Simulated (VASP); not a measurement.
# B (P4/mmm) in VASP: settings compared

Aim: see how the results for B move with the level of theory and the settings. Levels: PBE, BLYP, r2SCAN, LDA. Tasks: single point, relaxation of cell and atoms.

All numbers are computed with VASP 6.6.1; they aren't measurements. Logs are shortened: lines on timing, memory, paths and dates and some standing lists are left out, and cuts for length are marked.

## 1. The cell of the first run

It takes space group P4/mmm (No. 123, tetragonal). The conventional cell has a = 2.346 Å, b = 2.346 Å, c = 1.586 Å, α = 90.00°, β = 90.00°, γ = 90.00°. Within 2.1 Å of B (site symmetry 4/mmm) lie 2 B at 1.59 Å.

## 2. Single point, PBE

INCAR reads:

```
PREC = Accurate
ENCUT = 500
EDIFF = 1E-6
ISMEAR = -1
SIGMA = 0.03
LREAL = False
LASPH = True
NELM = 120
ALGO = Normal
ISIF = 2
LWAVE = False
LCHARG = True
GGA = PE
LELF = True
LVHAR = True
NBANDS = 8
GGA_COMPAT = False
```

KPOINTS reads:

```
Automatic mesh
0
Gamma
  7 7 10
```

POSCAR reads:

```
B
1.0
    2.3461100000      0.0000000000      0.0000000000
    0.0000000000      2.3461100000      0.0000000000
    0.0000000000      0.0000000000      1.5857900000
B
1
Direct
    0.5000000000      0.5000000000      0.5000000000
```

Potentials or basis: VASP PAW PBE potentials, release 64 (B).

Launch:

```sh
$ cat potpaw_PBE.64/B/POTCAR > POTCAR
$ mpirun -np 1 vasp_std > vasp.out
```

OUTCAR:

```text
PREC = Accurate
   ENCUT = 500
   EDIFF = 1E-6
   ISMEAR = -1
   LREAL = False
   LASPH = True
   NELM = 120
   ISIF = 2
   GGA = PE

 ion  position               nearest neighbor table
   1  0.500  0.500  0.500-

  LATTYP: Found a simple tetragonal cell.
 ALAT       =     2.3461100000
 C/A-ratio  =     0.6759231238

  Lattice vectors:

 A1 = (   2.3461100000,   0.0000000000,   0.0000000000)
 A2 = (   0.0000000000,   2.3461100000,   0.0000000000)
 A3 = (   0.0000000000,   0.0000000000,   1.5857900000)

Analysis of symmetry for initial positions (statically):
=====================================================================
 Subroutine PRICEL returns:
 Original cell was already a primitive cell.

 Routine SETGRP: Setting up the symmetry group for a
 simple tetragonal supercell.

 Subroutine GETGRP returns: Found 16 space group operations
 (whereof 16 operations were pure point group operations)
 out of a pool of 16 trial point group operations.

The static configuration has the point symmetry D_4h.

Analysis of symmetry for dynamics (positions and initial velocities):
=====================================================================
 Subroutine PRICEL returns:
 Original cell was already a primitive cell.

 Routine SETGRP: Setting up the symmetry group for a
 simple tetragonal supercell.

 Subroutine GETGRP returns: Found 16 space group operations
 (whereof 16 operations were pure point group operations)
 out of a pool of 16 trial point group operations.

The dynamic configuration has the point symmetry D_4h.

 Subroutine INISYM returns: Found 16 space group operations
 (whereof 16 operations are pure point group operations),
 and found     1 'primitive' translations

----------------------------------------------------------------------------------------

                                     Primitive cell

  volume of cell :       8.7286

  direct lattice vectors                    reciprocal lattice vectors
     2.346110000  0.000000000  0.000000000     0.426237474  0.000000000  0.000000000
     0.000000000  2.346110000  0.000000000     0.000000000  0.426237474  0.000000000
     0.000000000  0.000000000  1.585790000     0.000000000  0.000000000  0.630600521

  length of vectors
     2.346110000  2.346110000  1.585790000     0.426237474  0.426237474  0.630600521

  position of ions in fractional coordinates (direct lattice)
     0.500000000  0.500000000  0.500000000

  ion indices of the primitive-cell ions
   primitive index   ion index
                 1           1

----------------------------------------------------------------------------------------

 KPOINTS: Automatic mesh

Automatic generation of k-mesh.
 Grid dimensions read from file:
 generate k-points for:    7    7   10

 Generating k-lattice:

  Cartesian coordinates                     Fractional coordinates (reciprocal lattice)
     0.060891068  0.000000000  0.000000000     0.142857143  0.000000000  0.000000000
     0.000000000  0.060891068  0.000000000     0.000000000  0.142857143  0.000000000
     0.000000000  0.000000000  0.063060052     0.000000000  0.000000000  0.100000000

  Length of vectors
     0.060891068  0.060891068  0.063060052

  Shift w.r.t. Gamma in fractional coordinates (k-lattice)
     0.000000000  0.000000000  0.000000000

 Subroutine IBZKPT returns following result:
 ===========================================

 Found     60 irreducible k-points:

 Following reciprocal coordinates:
            Coordinates               Weight
  0.000000  0.000000  0.000000      1.000000
  0.142857  0.000000  0.000000      4.000000
  0.285714  0.000000  0.000000      4.000000
  0.428571  0.000000  0.000000      4.000000
  0.142857  0.142857  0.000000      4.000000
  0.285714  0.142857  0.000000      8.000000
[... 16 lines left out ...]
  0.285714  0.000000  0.200000      8.000000
  0.428571  0.000000  0.200000      8.000000
 [... further k-points ...]
   k-points           NKPTS =     60   k-points in BZ     NKDIM =     60   number of bands    NBANDS=      8
   number of dos      NEDOS =    301   number of ions     NIONS =      1
   total plane-waves  NPLWV =   3888
   dimension x,y,z NGX =    18 NGY =   18 NGZ =   12
   dimension x,y,z NGXF=    36 NGYF=   36 NGZF=   24
   ions per type =               1
   NGX,Y,Z   is equivalent  to a cutoff of  12.75, 12.75, 12.58 a.u.
   NGXF,Y,Z  is equivalent  to a cutoff of  25.51, 25.51, 25.16 a.u.
 SYSTEM =  unknown system
   PREC   = accura    normal or accurate (medium, high low for compatibility)
   ISTART =      0    job   : 0-new  1-cont  2-samecut
   ICHARG =      2    charge: 1-file 2-atom 10-const
   ISPIN  =      1    spin polarized calculation?
   LNONCOLLINEAR =      F non collinear calculations
   LSORBIT =      F    spin-orbit coupling
   LASPH  =      T    aspherical Exc in radial PAW
   ENCUT  =  500.0 eV  36.75 Ry    6.06 a.u.   4.28  4.28  2.89*2*pi/ulx,y,z
   NELM   =    120;   NELMIN=  2; NELMDL= -5     # of ELM steps
   EDIFF  = 0.1E-05   stopping-criterion for ELM
   LREAL  =      F    real-space projection
   EDIFFG = 0.1E-04   stopping-criterion for IOM
   NSW    =      0    number of steps for IOM
   IBRION =     -1    ionic relax: 0-MD 1-quasi-New 2-CG
   NFREE  =      0    steps in history (QN), initial steepest desc. (CG)
   ISIF   =      2    stress and relaxation
   ISYM   =      2    0-nonsym 1-usesym 2-fastsym
   POTIM  = 0.5000    time-step for ionic-motion
   TEBEG  =    0.0;   TEEND  =   0.0 temperature during run
   PSTRESS=    0.0 pullay stress
   NELECT =       3.0000    total number of electrons
   NUPDOWN=      -1.0000    fix difference up-down
   EMIN   =  10.00;   EMAX   =-10.00  energy-range for DOS
   EFERMI =   0.00;   METHOD = LEGACY
   ISMEAR =    -1;   SIGMA  =   0.03  broadening in eV -4-tet -1-fermi 0-gaus
   EFERMI_NEDOS =   21; number of points for ismear=-14 and -15
   IALGO  =     38    algorithm
   IMIX   =      4    mixing-type and parameters
     AMIX     =   0.40;   BMIX     =  1.00
     AMIX_MAG =   1.60;   BMIX_MAG =  1.00
  volume/ion in A,a.u.               =       8.73        58.90
  Fermi-wavevector in a.u.,A,eV,Ry     =   1.146747  2.167038 17.892065  1.315030
  Thomas-Fermi vector in A             =   2.283430
   LORBIT       =      0    0 simple, 1 ext, 2 COOP (PROOUT), +10 PAW based schemes
   GGA     = PE    functional components
   LHFCALC =     F    Hartree Fock is set to
   AEXX    =    0.0000 exact exchange contribution
   IVDW    =     0    specifies the selected vdW correction
   LEPSILON=     F    determine dielectric tensor
   LRPA    =     F    only Hartree local field effects (RPA)
 non-spin polarized calculation
  energy-cutoff  :      500.00
  volume of cell :        8.73
 maximum number of plane-waves:       231
 NGX is ok and might be reduce to    18
   NGX =  9   NGY =  9   NGZ =  5

 number of electron       3.0000000 magnetization

 Free energy of the ion-electron system (eV)
  ---------------------------------------------------
  ext. energy  EPLUGINS =         0.00000000
  ---------------------------------------------------
  free energy    TOTEN  =        -5.66045366 eV

  energy without entropy =       -5.65896437  energy(sigma->0) =       -5.65970902

 E-fermi :   4.8480     XC(G=0): -11.0249

 val. band max:        4.8410213264   @ k =   0.4286   0.2857   0.3000
 cond. band min:       4.9432307981   @ k =   0.2857   0.2857   0.0000
 fundamental gap:      0.1022094718
 Fermi energy:         4.8479515890

 k-point     1 :       0.0000    0.0000    0.0000
  band No.  band energies     occupation
      1      -8.9696      2.00000
      2       9.4437      0.00000
      3       9.4437      0.00000
      4      19.3028      0.00000
      5      20.4106      0.00000
      6      31.3287      0.00000
      7      40.8594      0.00000
      8      40.8594      0.00000

 k-point     2 :       0.1429    0.0000    0.0000
  band No.  band energies     occupation
      1      -8.5163      2.00000
      2       6.7438      0.00000
      3       9.7355      0.00000
      4      20.3654      0.00000
      5      23.0177      0.00000
      6      31.4620      0.00000
      7      35.4644      0.00000
      8      37.6030      0.00000

 k-point     3 :       0.2857    0.0000    0.0000
  band No.  band energies     occupation
      1      -7.1684      2.00000
      2       2.4026      2.00000
      3      10.4699      0.00000
      4      21.6648      0.00000
      5      27.2266      0.00000
      6      30.6202      0.00000
      7      31.7744      0.00000
      8      35.7828      0.00000

 k-point     4 :       0.4286    0.0000    0.0000
  band No.  band energies     occupation
      1      -5.0376      2.00000
      2      -1.3908      2.00000
      3      11.1674      0.00000
      4      23.6788      0.00000
      5      26.1811      0.00000
      6      27.8414      0.00000
      7      32.0395      0.00000
      8      40.5525      0.00000

 k-point     5 :       0.1429    0.1429    0.0000
  band No.  band energies     occupation
      1      -8.0654      2.00000
      2       6.5854      0.00000
      3       7.6626      0.00000
      4      22.5179      0.00000
      5      23.8919      0.00000
      6      31.2549      0.00000
      7      31.5922      0.00000
      8      42.2230      0.00000

 k-point     6 :       0.2857    0.1429    0.0000
  band No.  band energies     occupation
      1      -6.7258      2.00000
      2       2.7432      2.00000
      3       8.1750      0.00000
      4      21.6571      0.00000
      5      26.8144      0.00000
      6      31.5425      0.00000
      7      31.8970      0.00000
      8      39.8531      0.00000

 k-point     7 :       0.4286    0.1429    0.0000
  band No.  band energies     occupation
      1      -4.6153      2.00000
      2      -0.9794      2.00000
      3       9.1188      0.00000
      4      19.7926      0.00000
      5      27.5459      0.00000
      6      32.1551      0.00000
      7      33.5820      0.00000
      8      41.6595      0.00000

 k-point     8 :       0.2857    0.2857    0.0000
  band No.  band energies     occupation
      1      -5.4144      2.00000
      2       3.0131      2.00000
      3       4.9432      0.08016
      4      17.6448      0.00000
      5      32.1231      0.00000
      6      32.1831      0.00000
      7      32.8785      0.00000
      8      46.5690      0.00000

 k-point     9 :       0.4286    0.2857    0.0000
  band No.  band energies     occupation
      1      -3.3646      2.00000
      2       0.1390      2.00000
      3       5.4366      0.00000
      4      14.5763      0.00000
      5      32.4242      0.00000
      6      33.5012      0.00000
      7      37.9260      0.00000
      8      46.7019      0.00000

 k-point    10 :       0.4286    0.4286    0.0000
  band No.  band energies     occupation
      1      -1.3905      2.00000
      2       1.0677      2.00000
      3       2.4237      2.00000
      4      11.1520      0.00000
      5      32.6502      0.00000
      6      39.3908      0.00000
      7      39.4063      0.00000
      8      51.3828      0.00000
[... 78 lines left out ...]
 k-point    18 :       0.2857    0.2857    0.1000
  band No.  band energies     occupation
      1      -4.9827      2.00000
      2       3.5747      2.00000
      3       5.2978      0.00000
      4      18.2105      0.00000
      5      28.2426      0.00000
      6      32.5697      0.00000
      7      35.0114      0.00000
      8      46.6625      0.00000

 k-point    19 :       0.4286    0.2857    0.1000
  band No.  band energies     occupation
      1      -2.9655      2.00000
      2       0.6685      2.00000
      3       5.8348      0.00000
      4      15.1575      0.00000
      5      29.0801      0.00000
      6      34.9070      0.00000
      7      38.0953      0.00000
      8      47.4333      0.00000

 k-point    20 :       0.4286    0.4286    0.1000
  band No.  band energies     occupation
      1      -1.0093      2.00000
      2       1.6330      2.00000
      3       2.7865      2.00000
      4      11.7444      0.00000
      5      30.1081      0.00000
      6      39.3480      0.00000
      7      39.5887      0.00000
      8      51.2355      0.00000

 k-point    21 :       0.0000    0.0000    0.2000
  band No.  band energies     occupation
      1      -7.1979      2.00000
      2      11.5396      0.00000
      3      11.5396      0.00000
      4      16.9555      0.00000
      5      21.6790      0.00000
      6      27.3740      0.00000
      7      42.0627      0.00000
      8      42.0627      0.00000

 k-point    22 :       0.1429    0.0000    0.2000
  band No.  band energies     occupation
      1      -6.7533      2.00000
      2       8.6532      0.00000
      3      11.8228      0.00000
      4      18.0406      0.00000
      5      24.2049      0.00000
      6      27.4731      0.00000
      7      37.5570      0.00000
      8      40.6894      0.00000

 k-point    23 :       0.2857    0.0000    0.2000
  band No.  band energies     occupation
      1      -5.4435      2.00000
      2       4.3211      2.00000
      3      12.5327      0.00000
      4      19.2717      0.00000
      5      26.9793      0.00000
      6      29.1255      0.00000
      7      32.9095      0.00000
      8      38.4690      0.00000

 k-point    24 :       0.4286    0.0000    0.2000
  band No.  band energies     occupation
      1      -3.4782      2.00000
      2       0.7054      2.00000
      3      13.2018      0.00000
      4      20.3117      0.00000
      5      26.8095      0.00000
      6      30.2082      0.00000
      7      31.0460      0.00000
      8      36.7495      0.00000

 [... further k-points ...]
[... 5 lines left out ...]
  --------------------------------------------------------------------------------------
  -------------------------------------------------------------------------------------
  Total       -0.2487153     -0.2487153      0.1941517      0.0000000      0.0000000      0.0000000
  in kB      -45.6531488    -45.6531488     35.6376790      0.0000000      0.0000000      0.0000000
  external PRESSURE =     -18.5562062 kB  Pullay stress =       0.0000000 kB

 VOLUME and BASIS-vectors are now :
 -----------------------------------------------------------------------------
  energy-cutoff  :      500.00
  volume of cell :        8.73
      direct lattice vectors                 reciprocal lattice vectors
     2.346110000  0.000000000  0.000000000     0.426237474  0.000000000  0.000000000
     0.000000000  2.346110000  0.000000000     0.000000000  0.426237474  0.000000000
     0.000000000  0.000000000  1.585790000     0.000000000  0.000000000  0.630600521

 POSITION                                       TOTAL-FORCE (eV/Angst)
 -----------------------------------------------------------------------------------
      1.17305      1.17305      0.79290         0.000000      0.000000      0.000000
 -----------------------------------------------------------------------------------
    total drift:                                0.000000      0.000000     -0.000000

  FREE ENERGIE OF THE ION-ELECTRON SYSTEM (eV)
  ---------------------------------------------------
  free  energy   TOTEN  =        -5.6604536648 eV

  energy  without entropy=       -5.6589643719  energy(sigma->0) =       -5.65970902
```

Run time: 2.1 s. Hardware: 1 thread of Intel Xeon 6975P-C (Granite Rapids), shared host; peak memory 0.11 GiB.

Results:

```yaml
Free_energy: -5.6605 eV
Pressure: -1.9 GPa
```

Caveat: the k points lie up to 0.40 Å⁻¹ apart.

(Continued in part 2 of 2.)
